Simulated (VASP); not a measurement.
# BN: single point with PBEsol

The system is BN.

```xyz
2
Lattice="0.0000 1.8028 1.8028 1.8028 0.0000 1.8028 1.8028 1.8028 0.0000" Properties=species:S:1:pos:R:3 pbc="T T T"
B     0.0000    0.0000    0.0000
N     2.7043    2.7043    2.7043
```

```
Program                : VASP 6.6.1
Task                   : single point
Functional             : PBEsol
Potentials or basis    : VASP PAW PBE potentials, release 64 (B, N)
Cutoff                 : 520 eV
k mesh                 : 12 × 12 × 12
Occupations            : gaussian, width 0.01 eV
Spin                   : no spin polarisation
Dipole correction      : no
Further INCAR settings : ALGO = Normal; EDIFF = 1e-06; NBANDS = 11
```

* Pressure: 0.6 GPa
* Band gap on the k mesh: 4.28 eV, indirect (least direct gap 8.80 eV)

Levels at points of the mesh, in eV from the valence-band top:
| k point | band 1 | band 2 | band 3 | band 4 | band 5 | band 6 | band 7 | band 8 | band 9 |
| --- | --- | --- | --- | --- | --- | --- | --- | --- | --- |
| (0.00, 0.00, 0.00) | -20.34 | 0.00 | 0.00 | 0.00 | 8.80 | 8.80 | 8.80 | 10.39 | 24.66 |
| (0.50, 0.00, 0.00) | -16.04 | -10.85 | -1.96 | -1.96 | 10.19 | 10.66 | 10.66 | 15.15 | 23.30 |
| (0.50, 0.50, 0.00) | -14.65 | -9.02 | -4.98 | -4.98 | 4.28 | 9.13 | 18.00 | 18.00 | 20.75 |

Wall time 5.7 s on 1 thread of Intel Xeon 6975P-C (shared host), peak memory 0.12 GiB.

Caveat: the PAW data sets were made with another functional, which shifts forces and pressure a little. A hybrid or GW would open this gap; PBEsol tends to underestimate it.
